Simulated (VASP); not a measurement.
# KBr (Fm-3m) in VASP: notebook, part 2 of 2

VASP 6.6.1.

**3. Single point, PBE (volume scaled by 0.91)**

INCAR

```
PREC     = Accurate       # precision mode
ENCUT    = 520            # plane-wave cutoff, eV
EDIFF    = 1E-6           # SCF threshold, eV
ISMEAR   = 0              # smearing method
SIGMA    = 0.02           # smearing width, eV
LREAL    = False          # projectors in reciprocal space
LASPH    = True           # aspherical terms in the spheres
NELM     = 60             # most SCF steps
ALGO     = Normal         # electronic algorithm
ISIF     = 2              # what is computed and relaxed
LWAVE    = False          # write WAVECAR
LCHARG   = False          # write CHGCAR
GGA      = PE             # functional
NBANDS   = 15             # bands
```

KPOINTS

```
regular mesh
0
Gamma
  6 6 6
```

POSCAR

```
KBr
1.0
    0.0000000000      3.2467588841      3.2467588841
    3.2467588841      0.0000000000      3.2467588841
    3.2467588841      3.2467588841      0.0000000000
K Br
1 1
Direct
    0.0000000000      0.0000000000      0.0000000000
    0.5000000000      0.5000000000      0.5000000000
```

Potentials or basis: VASP PAW PBE potentials, release 64 (K_sv, Br).

Started as:

```bash
$ cat potpaw_PBE.64/K_sv/POTCAR potpaw_PBE.64/Br/POTCAR > POTCAR
$ mpirun -np 1 vasp_std > vasp.out
```

OUTCAR:

```text
PREC = Accurate
   ENCUT = 520
   EDIFF = 1E-6
   ISMEAR = 0
   LREAL = False
   LASPH = True
   NELM = 60
   ISIF = 2
   GGA = PE

 ion  position               nearest neighbor table
   1  0.000  0.000  0.000-   2 3.25   2 3.25   2 3.25   2 3.25   2 3.25   2 3.25
   2  0.500  0.500  0.500-   1 3.25   1 3.25   1 3.25   1 3.25   1 3.25   1 3.25

  LATTYP: Found a face centered cubic cell.
 ALAT       =     6.4935177682

  Lattice vectors:

 A1 = (   0.0000000000,   3.2467588841,   3.2467588841)
 A2 = (   3.2467588841,   0.0000000000,   3.2467588841)
 A3 = (   3.2467588841,   3.2467588841,   0.0000000000)

Analysis of symmetry for initial positions (statically):
=====================================================================
 Subroutine PRICEL returns:
 Original cell was already a primitive cell.

 Routine SETGRP: Setting up the symmetry group for a
 face centered cubic supercell.

 Subroutine GETGRP returns: Found 48 space group operations
 (whereof 48 operations were pure point group operations)
 out of a pool of 48 trial point group operations.

The static configuration has the point symmetry O_h .

Analysis of symmetry for dynamics (positions and initial velocities):
=====================================================================
 Subroutine PRICEL returns:
 Original cell was already a primitive cell.

 Routine SETGRP: Setting up the symmetry group for a
 face centered cubic supercell.

 Subroutine GETGRP returns: Found 48 space group operations
 (whereof 48 operations were pure point group operations)
 out of a pool of 48 trial point group operations.

The dynamic configuration has the point symmetry O_h .

 Subroutine INISYM returns: Found 48 space group operations
 (whereof 48 operations are pure point group operations),
 and found     1 'primitive' translations

----------------------------------------------------------------------------------------

                                     Primitive cell

  volume of cell :      68.4510

  direct lattice vectors                    reciprocal lattice vectors
     0.000000000  3.246758884  3.246758884    -0.153999733  0.153999733  0.153999733
     3.246758884  0.000000000  3.246758884     0.153999733 -0.153999733  0.153999733
     3.246758884  3.246758884  0.000000000     0.153999733  0.153999733 -0.153999733

  length of vectors
     4.591610448  4.591610448  4.591610448     0.266735361  0.266735361  0.266735361

  position of ions in fractional coordinates (direct lattice)
     0.000000000  0.000000000  0.000000000
     0.500000000  0.500000000  0.500000000

  ion indices of the primitive-cell ions
   primitive index   ion index
                 1           1
                 2           2

----------------------------------------------------------------------------------------

 KPOINTS: regular mesh

Automatic generation of k-mesh.
 Grid dimensions read from file:
 generate k-points for:    6    6    6

 Generating k-lattice:

  Cartesian coordinates                     Fractional coordinates (reciprocal lattice)
    -0.025666622  0.025666622  0.025666622     0.166666667  0.000000000  0.000000000
     0.025666622 -0.025666622  0.025666622     0.000000000  0.166666667  0.000000000
     0.025666622  0.025666622 -0.025666622     0.000000000  0.000000000  0.166666667

  Length of vectors
[... 29 lines left out ...]
   number of dos      NEDOS =    301   number of ions     NIONS =      2
   total plane-waves  NPLWV =  46656
   dimension x,y,z NGX =    36 NGY =   36 NGZ =   36
   dimension x,y,z NGXF=    72 NGYF=   72 NGZF=   72
   ions per type =               1   1
   NGX,Y,Z   is equivalent  to a cutoff of  13.03, 13.03, 13.03 a.u.
   NGXF,Y,Z  is equivalent  to a cutoff of  26.07, 26.07, 26.07 a.u.
 SYSTEM =  unknown system
   PREC   = accura    normal or accurate (medium, high low for compatibility)
   ISTART =      0    job   : 0-new  1-cont  2-samecut
   ICHARG =      2    charge: 1-file 2-atom 10-const
   ISPIN  =      1    spin polarized calculation?
   LNONCOLLINEAR =      F non collinear calculations
   LSORBIT =      F    spin-orbit coupling
   LASPH  =      T    aspherical Exc in radial PAW
   ENCUT  =  520.0 eV  38.22 Ry    6.18 a.u.   8.54  8.54  8.54*2*pi/ulx,y,z
   NELM   =     60;   NELMIN=  2; NELMDL= -5     # of ELM steps
   EDIFF  = 0.1E-05   stopping-criterion for ELM
   LREAL  =      F    real-space projection
   EDIFFG = 0.1E-04   stopping-criterion for IOM
   NSW    =      0    number of steps for IOM
   IBRION =     -1    ionic relax: 0-MD 1-quasi-New 2-CG
   NFREE  =      0    steps in history (QN), initial steepest desc. (CG)
   ISIF   =      2    stress and relaxation
   ISYM   =      2    0-nonsym 1-usesym 2-fastsym
   POTIM  = 0.5000    time-step for ionic-motion
   TEBEG  =    0.0;   TEEND  =   0.0 temperature during run
   PSTRESS=    0.0 pullay stress
   NELECT =      16.0000    total number of electrons
   NUPDOWN=      -1.0000    fix difference up-down
   EMIN   =  10.00;   EMAX   =-10.00  energy-range for DOS
   EFERMI =   0.00;   METHOD = LEGACY
   ISMEAR =     0;   SIGMA  =   0.02  broadening in eV -4-tet -1-fermi 0-gaus
   EFERMI_NEDOS =   21; number of points for ismear=-14 and -15
   IALGO  =     38    algorithm
   IMIX   =      4    mixing-type and parameters
     AMIX     =   0.40;   BMIX     =  1.00
     AMIX_MAG =   1.60;   BMIX_MAG =  1.00
  volume/ion in A,a.u.               =      34.23       230.97
  Fermi-wavevector in a.u.,A,eV,Ry     =   1.008451  1.905696 13.836763  1.016973
  Thomas-Fermi vector in A             =   2.141319
   LORBIT       =      0    0 simple, 1 ext, 2 COOP (PROOUT), +10 PAW based schemes
   GGA     = PE    functional components
   LHFCALC =     F    Hartree Fock is set to
   AEXX    =    0.0000 exact exchange contribution
   IVDW    =     0    specifies the selected vdW correction
   LEPSILON=     F    determine dielectric tensor
   LRPA    =     F    only Hartree local field effects (RPA)
 non-spin polarized calculation
 Gauss-broadening in eV      SIGMA  =   0.02
  energy-cutoff  :      520.00
  volume of cell :       68.45
 maximum number of plane-waves:      1868
 NGX is ok and might be reduce to    36
   NGX = 17   NGY = 17   NGZ = 17

 number of electron      16.0000002 magnetization

 Free energy of the ion-electron system (eV)
  ---------------------------------------------------
  ext. energy  EPLUGINS =         0.00000000
  ---------------------------------------------------
  free energy    TOTEN  =        -6.18913014 eV

  energy without entropy =       -6.18913014  energy(sigma->0) =       -6.18913014

 E-fermi :  -1.4161     XC(G=0):  -7.5678

 val. band max:       -1.5392348933   @ k =   0.0000   0.0000   0.0000
 cond. band min:       3.0296680582   @ k =   0.0000   0.0000   0.0000
 fundamental gap:      4.5689029516
 Fermi energy:        -1.4160758343

 k-point     1 :       0.0000    0.0000    0.0000
  band No.  band energies     occupation
      1     -29.2198      2.00000
      2     -13.8941      2.00000
      3     -12.7012      2.00000
      4     -12.7012      2.00000
      5     -12.7012      2.00000
      6      -1.5392      2.00000
      7      -1.5392      2.00000
      8      -1.5392      2.00000
      9       3.0297      0.00000
     10       6.0702      0.00000
     11       6.0702      0.00000
     12       6.0702      0.00000
     13       6.9249      0.00000
     14       6.9249      0.00000
[... 257 lines left out ...]
      2     -13.8640      2.00000
      3     -12.7952      2.00000
      4     -12.7617      2.00000
      5     -12.6301      2.00000
      6      -2.2937      2.00000
      7      -2.0599      2.00000
      8      -2.0185      2.00000
      9       5.0488      0.00000
     10       6.5833      0.00000
     11       6.8811      0.00000
     12       7.8912      0.00000
     13       8.5989      0.00000
     14       9.4152      0.00000
     15      10.0268      0.00000

------------------------ aborting loop because EDIFF is reached ----------------------------------------

  FORCE on cell =-STRESS in cart. coord.  units (eV):
  Direction    XX          YY          ZZ          XY          YZ          ZX
  --------------------------------------------------------------------------------------
  -------------------------------------------------------------------------------------
  Total        0.7197409      0.7197409      0.7197409      0.0000000      0.0000000      0.0000000
  in kB       16.8463828     16.8463828     16.8463828      0.0000000      0.0000000      0.0000000
  external PRESSURE =      16.8463828 kB  Pullay stress =       0.0000000 kB

 VOLUME and BASIS-vectors are now :
 -----------------------------------------------------------------------------
  energy-cutoff  :      520.00
  volume of cell :       68.45
      direct lattice vectors                 reciprocal lattice vectors
     0.000000000  3.246758884  3.246758884    -0.153999733  0.153999733  0.153999733
     3.246758884  0.000000000  3.246758884     0.153999733 -0.153999733  0.153999733
     3.246758884  3.246758884  0.000000000     0.153999733  0.153999733 -0.153999733

 POSITION                                       TOTAL-FORCE (eV/Angst)
 -----------------------------------------------------------------------------------
      0.00000      0.00000      0.00000         0.000000      0.000000     -0.000000
      3.24676      3.24676      3.24676         0.000000      0.000000      0.000000
 -----------------------------------------------------------------------------------
    total drift:                                0.000000      0.000000      0.000000

  FREE ENERGIE OF THE ION-ELECTRON SYSTEM (eV)
  ---------------------------------------------------
  free  energy   TOTEN  =        -6.1891301415 eV

  energy  without entropy=       -6.1891301415  energy(sigma->0) =       -6.18913014
```

It took 11 s on 1 thread of Intel Xeon 6975P-C (Granite Rapids), shared host; peak memory 0.2 GiB.

What came out:

```
Free energy            : -6.1891 eV
Pressure               : 1.7 GPa
Band gap on the k mesh : 4.57 eV, direct
```

Levels at points of the mesh, in eV from the valence-band top:
```
           k point  band 5  band 6  band 7  band 8  band 9  band 10  band 11  band 12
(0.00, 0.00, 0.00)  -11.16    0.00    0.00    0.00    4.57     7.61     7.61     7.61
(0.50, 0.00, 0.00)  -10.89   -1.28   -0.38   -0.38    6.69     8.41     9.89     9.89
(0.50, 0.50, 0.00)  -11.21   -0.86   -0.30   -0.30    5.81     7.38     9.45     9.78
```

Caveat: the cell differs from its parent crystal (volume scaled by 0.91).

**4. Single point, PBE**

This run uses another cell than the first one, of 35.94 Å³/atom, 1.086 times its volume.

INCAR

```
SYSTEM = KBr
  PREC = Accurate
  ENCUT = 520
  EDIFF = 1E-6
  ISMEAR = 0
  SIGMA = 0.02
  LREAL = .FALSE.
  LASPH = .TRUE.
  NELM = 60
  ALGO = Normal
  ISIF = 2
  LWAVE = .FALSE.
  LCHARG = .FALSE.
  GGA = PE
  NBANDS = 15
```

KPOINTS

```
regular mesh
0
G
  6 6 6
  0 0 0
```

POSCAR

```
KBr
1.0
    0.0000000000      3.3000000000      3.3000000000
    3.3000000000      0.0000000000      3.3000000000
    3.3000000000      3.3000000000      0.0000000000
K Br
1 1
Direct
    0.0000000000      0.0000000000      0.0000000000
    0.5000000000      0.5000000000      0.5000000000
```

Started as:

```bash
$ cat potpaw_PBE.64/K_sv/POTCAR potpaw_PBE.64/Br/POTCAR > POTCAR
$ mpirun -np 1 vasp_std > vasp.out
```

It took 11 s on 1 thread of Intel Xeon 6975P-C (Granite Rapids), shared host; peak memory 0.21 GiB.

The run converged. Its results:

```yaml
Free_energy: -6.2151 eV
Pressure: 0.8 GPa
Band_gap_on_the_k_mesh: 4.43 eV, direct
```

Levels at points of the mesh, in eV from the valence-band top:
```tsv
k point	band 5	band 6	band 7	band 8	band 9	band 10	band 11	band 12
(0.00, 0.00, 0.00)	-11.26	0.00	0.00	0.00	4.43	7.60	7.60	7.60
(0.50, 0.00, 0.00)	-11.01	-1.18	-0.33	-0.33	6.59	8.24	9.76	9.76
(0.50, 0.50, 0.00)	-11.29	-0.81	-0.29	-0.29	5.86	7.20	9.37	9.51
```

**5. Single point, PBE (volume scaled by 0.94)**

INCAR

```
PREC = Accurate ; ENCUT = 520
EDIFF = 1E-6 ; ISMEAR = 0
SIGMA = 0.02 ; LREAL = False
LASPH = True ; NELM = 80
ALGO = Normal ; ISIF = 2
LWAVE = False ; LCHARG = False
GGA = PE ; NBANDS = 15
```

KPOINTS

```
regular mesh
0
Gamma
  6 6 6
```

POSCAR

```
KBr
1.0
    0.0000000000      3.2820525066      3.2820525066
    3.2820525066      0.0000000000      3.2820525066
    3.2820525066      3.2820525066      0.0000000000
K Br
1 1
Direct
    0.0000000000      0.0000000000      0.0000000000
    0.5000000000      0.5000000000      0.5000000000
```

Started as:

```bash
$ cat potpaw_PBE.64/K_sv/POTCAR potpaw_PBE.64/Br/POTCAR > POTCAR
$ mpirun -np 1 vasp_std > vasp.out
```

It took 14 s on 1 thread of Intel Xeon 6975P-C (Granite Rapids), shared host; peak memory 0.2 GiB.

It converged, with:

```yaml
Free_energy: -6.2084 eV
Pressure: 1.0 GPa
Band_gap_on_the_k_mesh: 4.48 eV, direct
```

Levels at points of the mesh, in eV from the valence-band top:
| k point | band 5 | band 6 | band 7 | band 8 | band 9 | band 10 | band 11 | band 12 |
| --- | --- | --- | --- | --- | --- | --- | --- | --- |
| (0.00, 0.00, 0.00) | -11.23 | 0.00 | 0.00 | 0.00 | 4.48 | 7.61 | 7.61 | 7.61 |
| (0.50, 0.00, 0.00) | -10.97 | -1.21 | -0.35 | -0.35 | 6.63 | 8.30 | 9.81 | 9.81 |
| (0.50, 0.50, 0.00) | -11.26 | -0.83 | -0.29 | -0.29 | 5.85 | 7.26 | 9.39 | 9.60 |

Caveat: the cell differs from its parent crystal (volume scaled by 0.94).

**6. Summary**

| cell | gap on the mesh (eV) | pressure (GPa) |
| --- | --- | --- |
| a = 4.541 Å, angles 60.0°, 2 atoms | 4.67 | 2.5 |
| a = 4.592 Å, angles 60.0°, 2 atoms | 4.57 | 1.7 |
| a = 4.667 Å, angles 60.0°, 2 atoms | 4.43 | 0.8 |
| a = 4.642 Å, angles 60.0°, 2 atoms | 4.48 | 1.0 |

Alike in all rows: task single point; level PBE; potentials or basis VASP PAW PBE potentials, release 64 (K_sv, Br); no spin polarisation; k mesh 6 × 6 × 6; cutoff (eV) 520; smearing gaussian 0.02 eV.

Absolute energies hang on the potentials; compare differences alone.
